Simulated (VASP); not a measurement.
# NaCaI3 (Pm-3m) in VASP: a series of runs

The runs below take NaCaI3 through single point, with r2SCAN.

All numbers are computed with VASP 6.6.1; they aren't measurements. Logs are shortened: lines on timing, memory, paths and dates and some standing lists are left out, and cuts for length are marked.

## 1. The cell of the first run

Symmetry: Pm-3m, No. 221, cubic system. The conventional cell has a = 6.126 Å, b = 6.126 Å, c = 6.126 Å, α = 90.00°, β = 90.00°, γ = 90.00°. Na (site symmetry m-3m) has 12 I at 4.33 Å and 8 Ca at 5.31 Å within 5.7 Å. Within 4.0 Å of Ca (site symmetry m-3m) lie 6 I at 3.06 Å. Within 4.0 Å of I (site symmetry 4/mmm) lie 2 Ca at 3.06 Å.

## 2. Single point, r2SCAN

POSCAR reads:

```
NaCaI3
1.0
    6.1258977403      0.0000000000      0.0000000000
    0.0000000000      6.1258977403      0.0000000000
    0.0000000000      0.0000000000      6.1258977403
Na Ca I
1 1 3
Direct
    0.0000000000      0.0000000000      0.0000000000
    0.5000000000      0.5000000000      0.5000000000
    0.5000000000      0.5000000000      0.0000000000
    0.5000000000      0.0000000000      0.5000000000
    0.0000000000      0.5000000000      0.5000000000
```

INCAR.step1 reads:

```
PREC = Accurate ; ENCUT = 520
ISMEAR = 0 ; SIGMA = 0.01
LREAL = F ; LASPH = T
NELM = 100 ; NBANDS = 27
GGA = PE ; ALGO = Normal
EDIFF = 1E-4 ; LWAVE = T
LCHARG = F
```

INCAR.step2 reads:

```
PREC = Accurate ; ENCUT = 520
EDIFF = 1E-6 ; ISMEAR = 0
SIGMA = 0.01 ; LREAL = F
LASPH = T ; NELM = 100
ALGO = Normal ; ISIF = 2
LWAVE = F ; LCHARG = F
METAGGA = R2SCAN ; LMIXTAU = T
NBANDS = 27 ; ISTART = 1
```

KPOINTS reads:

```
Automatic mesh
0
Gamma
  4 4 4
```

Potentials or basis: VASP PAW PBE potentials, release 64 (Na_pv, Ca_sv, I).

The run is started by

```
> cat potpaw_PBE.64/Na_pv/POTCAR potpaw_PBE.64/Ca_sv/POTCAR potpaw_PBE.64/I/POTCAR > POTCAR
> cp INCAR.step1 INCAR
> mpirun -np 1 vasp_std > vasp.out
> cp INCAR.step2 INCAR
> mpirun -np 1 vasp_std > vasp.out
```

OUTCAR:

```text
PREC = Accurate
   ENCUT = 520
   EDIFF = 1E-6
   ISMEAR = 0
   LREAL = F
   LASPH = T
   NELM = 100
   ISIF = 2
   METAGGA = R2SCAN
   ISTART = 1

 ion  position               nearest neighbor table
   1  0.000  0.000  0.000-
   2  0.500  0.500  0.500-   3 3.06   4 3.06   5 3.06   3 3.06   4 3.06   5 3.06
   3  0.500  0.500  0.000-   2 3.06   2 3.06
   4  0.500  0.000  0.500-   2 3.06   2 3.06
   5  0.000  0.500  0.500-   2 3.06   2 3.06

  LATTYP: Found a simple cubic cell.
 ALAT       =     6.1258977403

  Lattice vectors:

 A1 = (   6.1258977403,   0.0000000000,   0.0000000000)
 A2 = (   0.0000000000,   6.1258977403,   0.0000000000)
 A3 = (   0.0000000000,   0.0000000000,   6.1258977403)

Analysis of symmetry for initial positions (statically):
=====================================================================
 Subroutine PRICEL returns:
 Original cell was already a primitive cell.

 Routine SETGRP: Setting up the symmetry group for a
 simple cubic supercell.

 Subroutine GETGRP returns: Found 48 space group operations
 (whereof 48 operations were pure point group operations)
 out of a pool of 48 trial point group operations.

The static configuration has the point symmetry O_h .

Analysis of symmetry for dynamics (positions and initial velocities):
=====================================================================
 Subroutine PRICEL returns:
 Original cell was already a primitive cell.

 Routine SETGRP: Setting up the symmetry group for a
 simple cubic supercell.

 Subroutine GETGRP returns: Found 48 space group operations
 (whereof 48 operations were pure point group operations)
 out of a pool of 48 trial point group operations.

The dynamic configuration has the point symmetry O_h .

 Subroutine INISYM returns: Found 48 space group operations
 (whereof 48 operations are pure point group operations),
 and found     1 'primitive' translations

----------------------------------------------------------------------------------------

                                     Primitive cell

  volume of cell :     229.8843

  direct lattice vectors                    reciprocal lattice vectors
     6.125897740  0.000000000  0.000000000     0.163241380  0.000000000  0.000000000
     0.000000000  6.125897740  0.000000000     0.000000000  0.163241380  0.000000000
     0.000000000  0.000000000  6.125897740     0.000000000  0.000000000  0.163241380

  length of vectors
     6.125897740  6.125897740  6.125897740     0.163241380  0.163241380  0.163241380

  position of ions in fractional coordinates (direct lattice)
     0.000000000  0.000000000  0.000000000
     0.500000000  0.500000000  0.500000000
     0.500000000  0.500000000  0.000000000
     0.500000000  0.000000000  0.500000000
     0.000000000  0.500000000  0.500000000

  ion indices of the primitive-cell ions
   primitive index   ion index
                 1           1
                 2           2
                 3           3
                 4           4
                 5           5

----------------------------------------------------------------------------------------

 KPOINTS: Automatic mesh

Automatic generation of k-mesh.
 Grid dimensions read from file:
 generate k-points for:    4    4    4

 Generating k-lattice:

  Cartesian coordinates                     Fractional coordinates (reciprocal lattice)
     0.040810345  0.000000000  0.000000000     0.250000000  0.000000000  0.000000000
     0.000000000  0.040810345  0.000000000     0.000000000  0.250000000  0.000000000
     0.000000000  0.000000000  0.040810345     0.000000000  0.000000000  0.250000000

  Length of vectors
     0.040810345  0.040810345  0.040810345

  Shift w.r.t. Gamma in fractional coordinates (k-lattice)
     0.000000000  0.000000000  0.000000000

 Subroutine IBZKPT returns following result:
 ===========================================

 Found     10 irreducible k-points:

 Following reciprocal coordinates:
            Coordinates               Weight
  0.000000  0.000000  0.000000      1.000000
  0.250000  0.000000  0.000000      6.000000
  0.500000  0.000000  0.000000      3.000000
  0.250000  0.250000  0.000000     12.000000
  0.500000  0.250000  0.000000     12.000000
  0.500000  0.500000  0.000000      3.000000
  0.250000  0.250000  0.250000      8.000000
  0.500000  0.250000  0.250000     12.000000
  0.500000  0.500000  0.250000      6.000000
  0.500000  0.500000  0.500000      1.000000
   k-points           NKPTS =     10   k-points in BZ     NKDIM =     10   number of bands    NBANDS=     27
   number of dos      NEDOS =    301   number of ions     NIONS =      5
   total plane-waves  NPLWV = 110592
   dimension x,y,z NGX =    48 NGY =   48 NGZ =   48
   dimension x,y,z NGXF=    96 NGYF=   96 NGZF=   96
   ions per type =               1   1   3
   NGX,Y,Z   is equivalent  to a cutoff of  13.03, 13.03, 13.03 a.u.
   NGXF,Y,Z  is equivalent  to a cutoff of  26.05, 26.05, 26.05 a.u.
 SYSTEM =  unknown system
   PREC   = accura    normal or accurate (medium, high low for compatibility)
   ISTART =      1    job   : 0-new  1-cont  2-samecut
   ICHARG =      0    charge: 1-file 2-atom 10-const
   ISPIN  =      1    spin polarized calculation?
   LNONCOLLINEAR =      F non collinear calculations
   LSORBIT =      F    spin-orbit coupling
   LASPH  =      T    aspherical Exc in radial PAW
   ENCUT  =  520.0 eV  38.22 Ry    6.18 a.u.  11.39 11.39 11.39*2*pi/ulx,y,z
   NELM   =    100;   NELMIN=  2; NELMDL=  0     # of ELM steps
   EDIFF  = 0.1E-05   stopping-criterion for ELM
   LREAL  =      F    real-space projection
   EDIFFG = 0.1E-04   stopping-criterion for IOM
   NSW    =      0    number of steps for IOM
   IBRION =     -1    ionic relax: 0-MD 1-quasi-New 2-CG
   NFREE  =      0    steps in history (QN), initial steepest desc. (CG)
   ISIF   =      2    stress and relaxation
   ISYM   =      2    0-nonsym 1-usesym 2-fastsym
   POTIM  = 0.5000    time-step for ionic-motion
   TEBEG  =    0.0;   TEEND  =   0.0 temperature during run
   PSTRESS=    0.0 pullay stress
   NELECT =      38.0000    total number of electrons
   NUPDOWN=      -1.0000    fix difference up-down
   EMIN   =  10.00;   EMAX   =-10.00  energy-range for DOS
   EFERMI =   0.00;   METHOD = LEGACY
   ISMEAR =     0;   SIGMA  =   0.01  broadening in eV -4-tet -1-fermi 0-gaus
   EFERMI_NEDOS =   21; number of points for ismear=-14 and -15
   IALGO  =     38    algorithm
   IMIX   =      4    mixing-type and parameters
     AMIX     =   0.40;   BMIX     =  1.00
     AMIX_MAG =   1.60;   BMIX_MAG =  1.00
  volume/ion in A,a.u.               =      45.98       310.27
  Fermi-wavevector in a.u.,A,eV,Ry     =   0.898462  1.697847 10.983080  0.807234
  Thomas-Fermi vector in A             =   2.021174
   LORBIT       =      0    0 simple, 1 ext, 2 COOP (PROOUT), +10 PAW based schemes
   METAGGA = R2SCAN    functional components
   LHFCALC =     F    Hartree Fock is set to
   AEXX    =    0.0000 exact exchange contribution
   IVDW    =     0    specifies the selected vdW correction
   LEPSILON=     F    determine dielectric tensor
   LRPA    =     F    only Hartree local field effects (RPA)
 non-spin polarized calculation
 Gauss-broadening in eV      SIGMA  =   0.01
  energy-cutoff  :      520.00
  volume of cell :      229.88
 maximum number of plane-waves:      6217
 NGX is ok and might be reduce to    48
   NGX = 23   NGY = 23   NGZ = 23

 number of electron      38.0000003 magnetization

 Free energy of the ion-electron system (eV)
  ---------------------------------------------------
  ext. energy  EPLUGINS =         0.00000000
  ---------------------------------------------------
  free energy    TOTEN  =       -91.72857622 eV

  energy without entropy =      -91.72857622  energy(sigma->0) =      -91.72857622

 E-fermi :   0.2650     XC(G=0):  -7.2325

 val. band max:        0.1902430000   @ k =   0.5000   0.5000   0.5000
 cond. band min:       3.2642725318   @ k =   0.0000   0.0000   0.0000
 fundamental gap:      3.0740295318
 Fermi energy:         0.2650339113

 k-point     1 :       0.0000    0.0000    0.0000
  band No.  band energies     occupation
      1     -41.2928      2.00000
      2     -25.2583      2.00000
      3     -25.2583      2.00000
      4     -25.2583      2.00000
      5     -21.4386      2.00000
      6     -21.4386      2.00000
[... 19 lines left out ...]
     26       5.6362      0.00000
     27       6.4296      0.00000

 k-point     2 :       0.2500    0.0000    0.0000
  band No.  band energies     occupation
      1     -41.2929      2.00000
      2     -25.2583      2.00000
      3     -25.2583      2.00000
      4     -25.2583      2.00000
      5     -21.4408      2.00000
      6     -21.4385      2.00000
[... 19 lines left out ...]
     26       6.0662      0.00000
     27       6.6897      0.00000

 k-point     3 :       0.5000    0.0000    0.0000
  band No.  band energies     occupation
      1     -41.2929      2.00000
      2     -25.2583      2.00000
      3     -25.2583      2.00000
      4     -25.2583      2.00000
      5     -21.4430      2.00000
      6     -21.4384      2.00000
[... 19 lines left out ...]
     26       5.6452      0.00000
     27       7.1120      0.00000

 k-point     4 :       0.2500    0.2500    0.0000
  band No.  band energies     occupation
      1     -41.2929      2.00000
      2     -25.2583      2.00000
      3     -25.2583      2.00000
      4     -25.2583      2.00000
      5     -21.4407      2.00000
      6     -21.4407      2.00000
[... 19 lines left out ...]
     26       6.3526      0.00000
     27       6.5667      0.00000
[... 96 lines left out ...]
      4     -25.2583      2.00000
      5     -21.4428      2.00000
      6     -21.4406      2.00000
[... 19 lines left out ...]
     26       6.4770      0.00000
     27       6.6038      0.00000

 k-point     9 :       0.5000    0.5000    0.2500
  band No.  band energies     occupation
      1     -41.2929      2.00000
      2     -25.2583      2.00000
      3     -25.2583      2.00000
      4     -25.2583      2.00000
      5     -21.4428      2.00000
      6     -21.4428      2.00000
[... 19 lines left out ...]
     26       6.8285      0.00000
     27       7.0957      0.00000

 k-point    10 :       0.5000    0.5000    0.5000
  band No.  band energies     occupation
      1     -41.2929      2.00000
      2     -25.2583      2.00000
      3     -25.2583      2.00000
      4     -25.2583      2.00000
      5     -21.4427      2.00000
      6     -21.4427      2.00000
[... 19 lines left out ...]
     26       6.4614      0.00000
     27       7.8542      0.00000

------------------------ aborting loop because EDIFF is reached ----------------------------------------

  FORCE on cell =-STRESS in cart. coord.  units (eV):
  Direction    XX          YY          ZZ          XY          YZ          ZX
  --------------------------------------------------------------------------------------
  -------------------------------------------------------------------------------------
  Total        0.0636791      0.0636791      0.0636791      0.0000000      0.0000000     -0.0000000
  in kB        0.4438112      0.4438112      0.4438112      0.0000000      0.0000000     -0.0000000
  external PRESSURE =       0.4438112 kB  Pullay stress =       0.0000000 kB

 VOLUME and BASIS-vectors are now :
 -----------------------------------------------------------------------------
  energy-cutoff  :      520.00
  volume of cell :      229.88
      direct lattice vectors                 reciprocal lattice vectors
     6.125897740  0.000000000  0.000000000     0.163241380  0.000000000  0.000000000
     0.000000000  6.125897740  0.000000000     0.000000000  0.163241380  0.000000000
     0.000000000  0.000000000  6.125897740     0.000000000  0.000000000  0.163241380

 POSITION                                       TOTAL-FORCE (eV/Angst)
 -----------------------------------------------------------------------------------
      0.00000      0.00000      0.00000         0.000000      0.000000      0.000000
      3.06295      3.06295      3.06295         0.000000      0.000000      0.000000
      3.06295      3.06295      0.00000         0.000000      0.000000      0.000000
      3.06295      0.00000      3.06295         0.000000      0.000000      0.000000
      0.00000      3.06295      3.06295         0.000000      0.000000      0.000000
 -----------------------------------------------------------------------------------
    total drift:                                0.000000     -0.000000     -0.000000

  FREE ENERGIE OF THE ION-ELECTRON SYSTEM (eV)
  ---------------------------------------------------
  free  energy   TOTEN  =       -91.7285762195 eV

  energy  without entropy=      -91.7285762195  energy(sigma->0) =      -91.72857622
```

Run time: 2 min. Hardware: 1 thread of Intel Xeon 6975P-C (Granite Rapids), shared host; peak memory 0.4 GiB.

What came out:

```
Free energy            : -91.7286 eV
Pressure               : 0.0 GPa
Band gap on the k mesh : 3.07 eV (least direct gap 3.44 eV)
```

Caveat: the PAW data sets were made with another functional, which shifts forces and pressure a little; spin-orbit coupling is left out, which moves the levels of the heavy elements.

## 3. Single point, r2SCAN (47.36 Å³/atom)

This run uses another cell than the first one, of 47.36 Å³/atom.

POSCAR, as its differences from that of step 2:

```diff
@@ -2,5 +2,5 @@
 1.0
-    6.1258977403      0.0000000000      0.0000000000
-    0.0000000000      6.1258977403      0.0000000000
-    0.0000000000      0.0000000000      6.1258977403
+    6.1865541380      0.0000000000      0.0000000000
+    0.0000000000      6.1865541380      0.0000000000
+    0.0000000000      0.0000000000      6.1865541380
 Na Ca I
```

INCAR.step1 reads:

```
ALGO = Normal
EDIFF = 1E-4
ENCUT = 520
GGA = PE
ISMEAR = 0
LASPH = True
LCHARG = False
LREAL = False
LWAVE = True
NBANDS = 27
NELM = 100
PREC = Accurate
SIGMA = 0.01
```

INCAR.step2 reads:

```
ALGO = Normal
EDIFF = 1E-7
ENCUT = 520
ISIF = 2
ISMEAR = 0
ISTART = 1
LASPH = True
LCHARG = False
LMIXTAU = True
LREAL = False
LWAVE = False
METAGGA = R2SCAN
NBANDS = 27
NELM = 100
PREC = Accurate
SIGMA = 0.01
```

KPOINTS reads:

```
k-points
0
Gamma
  4 4 4
```

Potentials or basis: VASP PAW PBE potentials, release 64 (Na_pv, Ca_sv, I).

The run is started by

```
> cat potpaw_PBE.64/Na_pv/POTCAR potpaw_PBE.64/Ca_sv/POTCAR potpaw_PBE.64/I/POTCAR > POTCAR
> cp INCAR.step1 INCAR
> mpirun -np 1 vasp_std > vasp.out
> cp INCAR.step2 INCAR
> mpirun -np 1 vasp_std > vasp.out
```

Wall time 1.8 min (1 thread of Intel Xeon 6975P-C (Granite Rapids), shared host); peak memory 0.39 GiB.

It converged, with:

| Item | Value |
| --- | --- |
| Free energy | -91.7210 eV |
| Pressure | -0.4 GPa |
| Band gap on the k mesh | 3.09 eV (least direct gap 3.45 eV) |

Levels at points of the mesh, in eV from the valence-band top:
```
           k point  band 17  band 18  band 19  band 20  band 21  band 22
(0.00, 0.00, 0.00)    -0.36    -0.36    -0.36     3.09     4.29     4.29
(0.50, 0.00, 0.00)    -0.76    -0.45    -0.45     4.37     4.39     5.05
(0.50, 0.50, 0.00)    -0.99    -0.99    -0.01     4.43     5.34     5.35
(0.50, 0.50, 0.50)     0.00     0.00     0.00     3.48     5.80     5.80
```

Caveat: the PAW data sets were made with another functional, which shifts forces and pressure a little; spin-orbit coupling is left out, which moves the levels of the heavy elements.

## 4. Single point, r2SCAN (48.74 Å³/atom)

This run uses another cell than the first one, of 48.74 Å³/atom.

POSCAR, as its differences from that of step 3:

```diff
@@ -2,5 +2,5 @@
 1.0
-    6.1865541380      0.0000000000      0.0000000000
-    0.0000000000      6.1865541380      0.0000000000
-    0.0000000000      0.0000000000      6.1865541380
+    6.2460438849      0.0000000000      0.0000000000
+    0.0000000000      6.2460438849      0.0000000000
+    0.0000000000      0.0000000000      6.2460438849
 Na Ca I
```

INCAR.step1 reads:

```
SYSTEM = NaCaI3
PREC = Accurate
ENCUT = 520
ISMEAR = 0
SIGMA = 0.01
LREAL = .False.
LASPH = .True.
NELM = 80
NBANDS = 27
GGA = PE
ALGO = Normal
EDIFF = 1E-4
LWAVE = .True.
LCHARG = .False.
```

INCAR.step2 reads:

```
SYSTEM = NaCaI3
PREC = Accurate
ENCUT = 520
EDIFF = 1E-7
ISMEAR = 0
SIGMA = 0.01
LREAL = .False.
LASPH = .True.
NELM = 80
ALGO = Normal
ISIF = 2
LWAVE = .False.
LCHARG = .False.
METAGGA = R2SCAN
LMIXTAU = .True.
NBANDS = 27
ISTART = 1
```

KPOINTS reads:

```
Automatic mesh
0
Gamma
  4 4 4
  0 0 0
```

The run is started by

```
> cat potpaw_PBE.64/Na_pv/POTCAR potpaw_PBE.64/Ca_sv/POTCAR potpaw_PBE.64/I/POTCAR > POTCAR
> cp INCAR.step1 INCAR
> mpirun -np 1 vasp_std > vasp.out
> cp INCAR.step2 INCAR
> mpirun -np 1 vasp_std > vasp.out
```

Wall time 1.9 min (1 thread of Intel Xeon 6975P-C (Granite Rapids), shared host); peak memory 0.4 GiB.

The run converged. Its results:

```
Free energy            : -91.6952 eV
Pressure               : -0.8 GPa
Band gap on the k mesh : 3.10 eV (least direct gap 3.45 eV)
```

Levels at points of the mesh, in eV from the valence-band top:
| k point | band 17 | band 18 | band 19 | band 20 | band 21 | band 22 |
| --- | --- | --- | --- | --- | --- | --- |
| (0.00, 0.00, 0.00) | -0.35 | -0.35 | -0.35 | 3.10 | 4.30 | 4.30 |
| (0.50, 0.00, 0.00) | -0.72 | -0.43 | -0.43 | 4.35 | 4.38 | 5.02 |
| (0.50, 0.50, 0.00) | -0.93 | -0.93 | -0.01 | 4.41 | 5.26 | 5.29 |
| (0.50, 0.50, 0.50) | 0.00 | 0.00 | 0.00 | 3.51 | 5.74 | 5.74 |

Caveat: the PAW data sets were made with another functional, which shifts forces and pressure a little; spin-orbit coupling is left out, which moves the levels of the heavy elements. A k mesh can miss the band edges.

## 5. Summary

```tsv
cell	gap on the mesh (eV)	pressure (GPa)
a = 6.126 Å, 5 atoms	3.07	0.0
a = 6.187 Å, 5 atoms	3.09	-0.4
a = 6.246 Å, 5 atoms	3.10	-0.8
```

Alike in all rows: task single point; level r2SCAN; potentials or basis VASP PAW PBE potentials, release 64 (Na_pv, Ca_sv, I); no spin polarisation; k mesh 4 × 4 × 4; cutoff (eV) 520; smearing gaussian 0.01 eV.

Caveats: the PAW data sets were made with another functional, which shifts forces and pressure a little; spin-orbit coupling is left out, which moves the levels of the heavy elements.

Absolute energies hang on the potentials; compare differences alone.
